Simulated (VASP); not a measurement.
# F (C2/c) in VASP: notebook

The runs below take F through single point, with PBEsol.

All numbers are computed with VASP 6.6.1; they aren't measurements. Logs are shortened: lines on timing, memory, paths and dates and some standing lists are left out, and cuts for length are marked.

**1. The cell of the first run**

The structure is monoclinic, space group C2/c (No. 15). The conventional cell has a = 5.113 Å, b = 3.168 Å, c = 6.622 Å, α = 90.00°, β = 94.87°, γ = 90.00°. Within 1.9 Å of F (site symmetry 1) lie 1 F at 1.41 Å.

**2. Single point, PBEsol**

Contents of INCAR:

```
PREC     = Accurate       # precision mode
ENCUT    = 520            # plane-wave cutoff, eV
EDIFF    = 1E-6           # SCF threshold, eV
ISMEAR   = 0              # smearing method
SIGMA    = 0.01           # smearing width, eV
LREAL    = F              # projectors in reciprocal space
LASPH    = T              # aspherical terms in the spheres
NELM     = 60             # most SCF steps
ALGO     = Normal         # electronic algorithm
ISIF     = 2              # what is computed and relaxed
LWAVE    = F              # write WAVECAR
LCHARG   = F              # write CHGCAR
GGA      = PS             # functional
NBANDS   = 22             # bands
```

Contents of KPOINTS:

```
regular mesh
0
Gamma
  6 6 2
```

Contents of POSCAR:

```
F
1.0
    2.5563220000     -1.5840270000      0.0000000000
    2.5563220000      1.5840270000      0.0000000000
   -0.5621110000      0.0000000000      6.5977090000
F
4
Direct
    0.5958330000      0.9153360000      0.5979550000
    0.0846640000      0.4041670000      0.9020450000
    0.4041670000      0.0846640000      0.4020450000
    0.9153360000      0.5958330000      0.0979560000
```

Potentials or basis: VASP PAW PBE potentials, release 64 (F).

The run is started by

```bash
$ cat potpaw_PBE.64/F/POTCAR > POTCAR
$ mpirun -np 1 vasp_std > vasp.out
```

OUTCAR:

```text
PREC = Accurate
   ENCUT = 520
   EDIFF = 1E-6
   ISMEAR = 0
   LREAL = F
   LASPH = T
   NELM = 60
   ISIF = 2
   GGA = PS

 ion  position               nearest neighbor table
   1  0.596  0.915  0.598-   3 1.41
   2  0.085  0.404  0.902-   4 1.41
   3  0.404  0.085  0.402-   1 1.41
   4  0.915  0.596  0.098-   2 1.41

  LATTYP: Found a base centered monoclinic cell.
 ALAT       =     5.1126440000
 B/A-ratio  =     0.6196508108
 C/A-ratio  =     1.2951441650
 COS(beta)  =    -0.0848903683

  Lattice vectors:

 A1 = (   2.5563220000,  -1.5840270000,   0.0000000000)
 A2 = (   2.5563220000,   1.5840270000,   0.0000000000)
 A3 = (  -0.5621110000,   0.0000000000,   6.5977090000)

Analysis of symmetry for initial positions (statically):
=====================================================================
 Subroutine PRICEL returns:
 Original cell was already a primitive cell.

 Routine SETGRP: Setting up the symmetry group for a
 base centered monoclinic supercell.

 Subroutine GETGRP returns: Found  4 space group operations
 (whereof  2 operations were pure point group operations)
 out of a pool of  4 trial point group operations.

The static configuration has the point symmetry S_2 .
 The point group associated with its full space group is C_2h.

Analysis of symmetry for dynamics (positions and initial velocities):
=====================================================================
 Subroutine PRICEL returns:
 Original cell was already a primitive cell.

 Routine SETGRP: Setting up the symmetry group for a
 base centered monoclinic supercell.

 Subroutine GETGRP returns: Found  4 space group operations
 (whereof  2 operations were pure point group operations)
 out of a pool of  4 trial point group operations.

The dynamic configuration has the point symmetry S_2 .
 The point group associated with its full space group is C_2h.

 Subroutine INISYM returns: Found  4 space group operations
 (whereof  2 operations are pure point group operations),
 and found     1 'primitive' translations

----------------------------------------------------------------------------------------

                                     Primitive cell

  volume of cell :      53.4320

[... 82 lines left out ...]
 SYSTEM =  unknown system
   PREC   = accura    normal or accurate (medium, high low for compatibility)
   ISTART =      0    job   : 0-new  1-cont  2-samecut
   ICHARG =      2    charge: 1-file 2-atom 10-const
   ISPIN  =      1    spin polarized calculation?
   LNONCOLLINEAR =      F non collinear calculations
   LSORBIT =      F    spin-orbit coupling
   LASPH  =      T    aspherical Exc in radial PAW
   ENCUT  =  520.0 eV  38.22 Ry    6.18 a.u.   5.59  5.59 12.31*2*pi/ulx,y,z
   NELM   =     60;   NELMIN=  2; NELMDL= -5     # of ELM steps
   EDIFF  = 0.1E-05   stopping-criterion for ELM
   LREAL  =      F    real-space projection
   EDIFFG = 0.1E-04   stopping-criterion for IOM
   NSW    =      0    number of steps for IOM
   IBRION =     -1    ionic relax: 0-MD 1-quasi-New 2-CG
   NFREE  =      0    steps in history (QN), initial steepest desc. (CG)
   ISIF   =      2    stress and relaxation
   ISYM   =      2    0-nonsym 1-usesym 2-fastsym
   POTIM  = 0.5000    time-step for ionic-motion
   TEBEG  =    0.0;   TEEND  =   0.0 temperature during run
   PSTRESS=    0.0 pullay stress
   NELECT =      28.0000    total number of electrons
   NUPDOWN=      -1.0000    fix difference up-down
   EMIN   =  10.00;   EMAX   =-10.00  energy-range for DOS
   EFERMI =   0.00;   METHOD = LEGACY
   ISMEAR =     0;   SIGMA  =   0.01  broadening in eV -4-tet -1-fermi 0-gaus
   EFERMI_NEDOS =   21; number of points for ismear=-14 and -15
   IALGO  =     38    algorithm
   IMIX   =      4    mixing-type and parameters
     AMIX     =   0.40;   BMIX     =  1.00
     AMIX_MAG =   1.60;   BMIX_MAG =  1.00
  volume/ion in A,a.u.               =      13.36        90.14
  Fermi-wavevector in a.u.,A,eV,Ry     =   1.319858  2.494169 23.701677  1.742024
  Thomas-Fermi vector in A             =   2.449726
   LORBIT       =      0    0 simple, 1 ext, 2 COOP (PROOUT), +10 PAW based schemes
   GGA     = PS    functional components
   LHFCALC =     F    Hartree Fock is set to
   AEXX    =    0.0000 exact exchange contribution
   IVDW    =     0    specifies the selected vdW correction
   LEPSILON=     F    determine dielectric tensor
   LRPA    =     F    only Hartree local field effects (RPA)
 non-spin polarized calculation
 Gauss-broadening in eV      SIGMA  =   0.01
  energy-cutoff  :      520.00
  volume of cell :       53.43
 maximum number of plane-waves:      1460
 NGX is ok and might be reduce to    24
   NGX = 11   NGY = 11   NGZ = 25

 number of electron      27.9999996 magnetization

 Free energy of the ion-electron system (eV)
  ---------------------------------------------------
  ext. energy  EPLUGINS =         0.00000000
  ---------------------------------------------------
  free energy    TOTEN  =        -7.75269929 eV

  energy without entropy =       -7.75269929  energy(sigma->0) =       -7.75269929

 E-fermi :  -4.1599     XC(G=0):  -8.5747

 val. band max:       -4.2427451937   @ k =   0.0000   0.0000   0.0000
 cond. band min:      -1.6566602938   @ k =   0.0000   0.0000   0.0000
 fundamental gap:      2.5860849000
 Fermi energy:        -4.1598730568

 k-point     1 :       0.0000    0.0000    0.0000
  band No.  band energies     occupation
      1     -29.3532      2.00000
      2     -29.1577      2.00000
      3     -23.0892      2.00000
      4     -22.5236      2.00000
      5     -11.2185      2.00000
      6     -10.0908      2.00000
[... 589 lines left out ...]
     21      14.2890      0.00000
     22      15.1142      0.00000

 [... further k-points ...]
[... 5 lines left out ...]
  --------------------------------------------------------------------------------------
  -------------------------------------------------------------------------------------
  Total        0.2826688      0.2745942      0.2311348      0.0000000      0.0000000      0.0278934
  in kB        8.4759260      8.2338055      6.9306591      0.0000000      0.0000000      0.8363946
  external PRESSURE =       7.8801302 kB  Pullay stress =       0.0000000 kB

 VOLUME and BASIS-vectors are now :
 -----------------------------------------------------------------------------
  energy-cutoff  :      520.00
  volume of cell :       53.43
      direct lattice vectors                 reciprocal lattice vectors
     2.556322000 -1.584027000  0.000000000     0.195593513 -0.315651185  0.016664158
     2.556322000  1.584027000  0.000000000     0.195593513  0.315651185  0.016664158
    -0.562111000  0.000000000  6.597709000     0.000000000  0.000000000  0.151567764

 POSITION                                       TOTAL-FORCE (eV/Angst)
 -----------------------------------------------------------------------------------
      3.52692      0.50610      3.94513        -0.005904     -0.018956      0.072864
      0.74256      0.50610      5.95143         0.005904     -0.018956     -0.072864
      1.02362     -0.50610      2.65258         0.005904      0.018956     -0.072864
      3.80797     -0.50610      0.64629        -0.005904      0.018956      0.072864
 -----------------------------------------------------------------------------------
    total drift:                                0.001015      0.000894     -0.010874

  FREE ENERGIE OF THE ION-ELECTRON SYSTEM (eV)
  ---------------------------------------------------
  free  energy   TOTEN  =        -7.7526992874 eV

  energy  without entropy=       -7.7526992874  energy(sigma->0) =       -7.75269929
```

stdout:

```text
POSCAR found type information on POSCAR F
 POSCAR found :  1 types and       4 ions
 scaLAPACK will be used
 -----------------------------------------------------------------------------
|                                                                             |
|                                                                             |
|     You enforced a specific xc type in the INCAR file but a different       |
|     I HOPE YOU KNOW WHAT YOU ARE DOING!                                     |
|                                                                             |
 -----------------------------------------------------------------------------

 LDA part: xc-table for (Slater+PW92), standard interpolation
 POSCAR, INCAR and KPOINTS ok, starting setup
 FFT: planning ... GRIDC
 FFT: planning ... GRID_SOFT
 FFT: planning ... GRID
 WAVECAR not read
 entering main loop
```

Run time: 12 s. Hardware: 1 thread of Intel Xeon Platinum 8488C (Sapphire Rapids), shared host; peak memory 0.16 GiB.

Results:

| Quantity | Value |
| --- | --- |
| Free energy | -7.7527 eV |
| Pressure | 0.8 GPa |
| Largest force | 0.076 eV/Å |
| Band gap on the k mesh | 2.59 eV, direct |

Forces on the atoms (eV/Å):
```
F   -0.006 -0.019  0.073
F    0.006 -0.019 -0.073
F    0.006  0.019 -0.073
F   -0.006  0.019  0.073
```

Levels at points of the mesh, in eV from the valence-band top:
```
           k point  band 12  band 13  band 14  band 15  band 16  band 17
(0.00, 0.00, 0.00)    -0.18    -0.06     0.00     2.59     3.71     9.78
(0.50, 0.00, 0.00)    -0.59    -0.17    -0.13     3.28     3.30    14.62
(0.50, 0.50, 0.00)    -0.65    -0.31    -0.17     2.89     3.62    14.76
(0.00, 0.00, 0.50)    -0.37    -0.03    -0.03     3.14     3.14    10.69
(0.50, 0.00, 0.50)    -0.49    -0.16    -0.05     3.20     3.26    14.85
(0.50, 0.50, 0.50)    -0.62    -0.45    -0.45     3.26     3.26    15.12
```

Caveat: the k points lie up to 0.48 Å⁻¹ apart; the PAW data sets were made with another functional, which shifts forces and pressure a little. A k mesh can miss the band edges.

**3. Single point, PBEsol**

Contents of INCAR:

```
SYSTEM = F
ALGO = Normal ; EDIFF = 1E-7
ENCUT = 520 ; GGA = PS
ISIF = 2 ; ISMEAR = 0
LASPH = .TRUE. ; LCHARG = .TRUE.
LELF = .TRUE. ; LREAL = .FALSE.
LVHAR = .TRUE. ; LWAVE = .FALSE.
NBANDS = 22 ; NELM = 60
PREC = Accurate ; SIGMA = 0.01
```

Contents of KPOINTS:

```
k-points
0
G
  8 8 4
  0 0 0
```

POSCAR is that of step 2.

Potentials or basis: VASP PAW PBE potentials, release 64 (F).

The run is started by

```bash
$ cat potpaw_PBE.64/F/POTCAR > POTCAR
$ mpirun -np 1 vasp_std > vasp.out
```

Run time: 73 s. Hardware: 1 thread of AMD EPYC 7R13 (Zen 3), shared host; peak memory 0.17 GiB.

It converged, with:

| Quantity | Value |
| --- | --- |
| Free energy | -7.7528 eV |
| Pressure | 0.8 GPa |
| Largest force | 0.075 eV/Å |
| Band gap on the k mesh | 2.59 eV, direct |

Forces on the atoms (eV/Å):
```
F   -0.006 -0.019  0.072
F    0.006 -0.019 -0.072
F    0.006  0.019 -0.072
F   -0.006  0.019  0.072
```

Stress tensor (GPa, compression positive):
```
0.85 0.00 0.08
0.00 0.82 0.00
0.08 0.00 0.69
```

Levels at points of the mesh, in eV from the valence-band top:
| k point | band 12 | band 13 | band 14 | band 15 | band 16 | band 17 |
| --- | --- | --- | --- | --- | --- | --- |
| (0.00, 0.00, 0.00) | -0.18 | -0.06 | 0.00 | 2.59 | 3.71 | 9.78 |
| (0.50, 0.00, 0.00) | -0.59 | -0.17 | -0.13 | 3.28 | 3.30 | 14.62 |
| (0.50, 0.50, 0.00) | -0.65 | -0.31 | -0.17 | 2.89 | 3.62 | 14.76 |
| (0.00, 0.00, 0.50) | -0.37 | -0.03 | -0.03 | 3.14 | 3.14 | 10.69 |
| (0.50, 0.00, 0.50) | -0.49 | -0.16 | -0.05 | 3.20 | 3.26 | 14.85 |
| (0.50, 0.50, 0.50) | -0.62 | -0.45 | -0.45 | 3.26 | 3.26 | 15.12 |

Caveat: the PAW data sets were made with another functional, which shifts forces and pressure a little. A k mesh can miss the band edges.

**4. Single point, PBEsol**

Contents of INCAR:

```
SYSTEM = F
PREC = Accurate
ENCUT = 520
EDIFF = 1E-6
ISMEAR = 0
SIGMA = 0.01
LREAL = .False.
LASPH = .True.
NELM = 60
ALGO = Normal
ISIF = 2
LWAVE = .False.
LCHARG = .True.
GGA = PS
LELF = .True.
LVHAR = .True.
NBANDS = 22
```

Contents of KPOINTS:

```
Automatic mesh
0
Gamma
  10 10 4
  0 0 0
```

POSCAR is that of step 3.

The run is started by

```bash
$ cat potpaw_PBE.64/F/POTCAR > POTCAR
$ mpirun -np 1 vasp_std > vasp.out
```

It took 2 min on 1 thread of AMD EPYC 7R13 (Zen 3), shared host; peak memory 0.19 GiB.

It converged, with:

| Item | Value |
| --- | --- |
| Free energy | -7.7529 eV |
| Pressure | 0.8 GPa |
| Largest force | 0.076 eV/Å |
| Band gap on the k mesh | 2.59 eV, direct |

Forces in eV/Å, atoms in the order of the input:
```
F   -0.006 -0.019  0.073
F    0.006 -0.019 -0.073
F    0.006  0.019 -0.073
F   -0.006  0.019  0.073
```

Stress tensor (GPa, compression positive):
```
0.85 0.00 0.08
0.00 0.83 0.00
0.08 0.00 0.69
```

Levels at points of the mesh, in eV from the valence-band top:
```tsv
k point	band 12	band 13	band 14	band 15	band 16	band 17
(0.00, 0.00, 0.00)	-0.18	-0.06	0.00	2.59	3.71	9.78
(0.50, 0.00, 0.00)	-0.59	-0.17	-0.13	3.28	3.30	14.62
(0.50, 0.50, 0.00)	-0.65	-0.31	-0.17	2.89	3.62	14.76
(0.00, 0.00, 0.50)	-0.37	-0.03	-0.03	3.14	3.14	10.69
(0.50, 0.00, 0.50)	-0.49	-0.16	-0.05	3.20	3.26	14.85
(0.50, 0.50, 0.50)	-0.62	-0.45	-0.45	3.26	3.26	15.12
```

Caveat: the PAW data sets were made with another functional, which shifts forces and pressure a little. A k mesh can miss the band edges.

**5. Summary**

```csv
k mesh,gap on the mesh (eV),pressure (GPa),largest force (eV/Å)
6 × 6 × 2,2.59,0.8,0.08
8 × 8 × 4,2.59,0.8,0.07
10 × 10 × 4,2.59,0.8,0.08
```

Alike in all rows: task single point; level PBEsol; potentials or basis VASP PAW PBE potentials, release 64 (F); no spin polarisation; cell as given; cutoff (eV) 520; smearing gaussian 0.01 eV.

Caveats: some runs use coarse meshes; the PAW data sets were made with another functional, which shifts forces and pressure a little.

Total energies depend on the potentials used, so only differences within one code and one set of settings carry meaning.
